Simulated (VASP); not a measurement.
Wanted: the native input for a VASP 6.6.1 run.

| Property | Result |
| --- | --- |
| Task | single point |
| Functional | r2SCAN |
| Potentials or basis | VASP PAW PBE potentials, release 64 (Mn_pv, Si) |
| Cutoff | 520 eV |
| k mesh | 5 × 5 × 5 |
| Occupations | fermi-dirac, width 0.1 eV |
| Spin | collinear spin |
| Starting moments | [2.38, 2.38, 2.38, 2.38, -0.14, -0.14, -0.14, -0.14] μB |
| Dipole correction | no |
| Further INCAR settings | ALGO = Normal; EDIFF = 1e-06; NBANDS = 48 |

The system is MnSi.

```
Mn Si
1.0
     4.54727    0.00000    0.00000
     0.00000    4.54727    0.00000
     0.00000    0.00000    4.54727
Mn Si
4 4
Direct
  0.13950 0.13950 0.13950
  0.36050 0.86050 0.63950
  0.63950 0.36050 0.86050
  0.86050 0.63950 0.36050
  0.84740 0.84740 0.84740
  0.65260 0.15260 0.34740
  0.34740 0.65260 0.15260
  0.15260 0.34740 0.65260
```

One way to write it, as run:

POSCAR

```
MnSi
1.0
    4.5472729200      0.0000000000      0.0000000000
    0.0000000000      4.5472729200      0.0000000000
    0.0000000000      0.0000000000      4.5472729200
Mn Si
4 4
Direct
    0.1395000000      0.1395000000      0.1395000000
    0.3605000000      0.8605000000      0.6395000000
    0.6395000000      0.3605000000      0.8605000000
    0.8605000000      0.6395000000      0.3605000000
    0.8474000000      0.8474000000      0.8474000000
    0.6526000000      0.1526000000      0.3474000000
    0.3474000000      0.6526000000      0.1526000000
    0.1526000000      0.3474000000      0.6526000000
```

INCAR.step1

```
SYSTEM = MnSi
  ALGO = Normal
  EDIFF = 1E-4
  ENCUT = 520
  GGA = PE
  ISMEAR = -1
  ISPIN = 2
  LASPH = .True.
  LCHARG = .False.
  LMAXMIX = 4
  LREAL = .False.
  LWAVE = .True.
  MAGMOM = 2.38 2.38 2.38 2.38 -0.14 -0.14 -0.14 -0.14
  NBANDS = 48
  NELM = 150
  PREC = Accurate
  SIGMA = 0.1
```

INCAR.step2

```
SYSTEM = MnSi
  ALGO = Normal
  EDIFF = 1E-6
  ENCUT = 520
  ISIF = 2
  ISMEAR = -1
  ISPIN = 2
  ISTART = 1
  LASPH = .True.
  LCHARG = .False.
  LMAXMIX = 4
  LMIXTAU = .True.
  LORBIT = 11
  LREAL = .False.
  LWAVE = .False.
  MAGMOM = 2.38 2.38 2.38 2.38 -0.14 -0.14 -0.14 -0.14
  METAGGA = R2SCAN
  NBANDS = 48
  NELM = 150
  PREC = Accurate
  SIGMA = 0.1
```

KPOINTS

```
k-points
0
Gamma
  5 5 5
  0 0 0
```

Potentials or basis: VASP PAW PBE potentials, release 64 (Mn_pv, Si).

Launch:

```console
$ cat potpaw_PBE.64/Mn_pv/POTCAR potpaw_PBE.64/Si/POTCAR > POTCAR
$ cp INCAR.step1 INCAR
$ mpirun -np 1 vasp_std > vasp.out
$ cp INCAR.step2 INCAR
$ mpirun -np 1 vasp_std > vasp.out
```

Results of the run:

The pressure is 1.2 GPa, the largest force is 0.273 eV/Å and the net moment is 8.07 μB per cell. The site moments are Mn +2.25; Si -0.13 μB and the valence electrons inside the program's atomic spheres are Mn 11.98; Si 1.65.

Caveat: the PAW data sets were made with another functional, which shifts forces and pressure a little.

Run time: 22 min on 1 thread of Intel(R) Xeon(R) Platinum 8488C (Sapphire Rapids), on a shared host, peak memory 0.3 GiB.
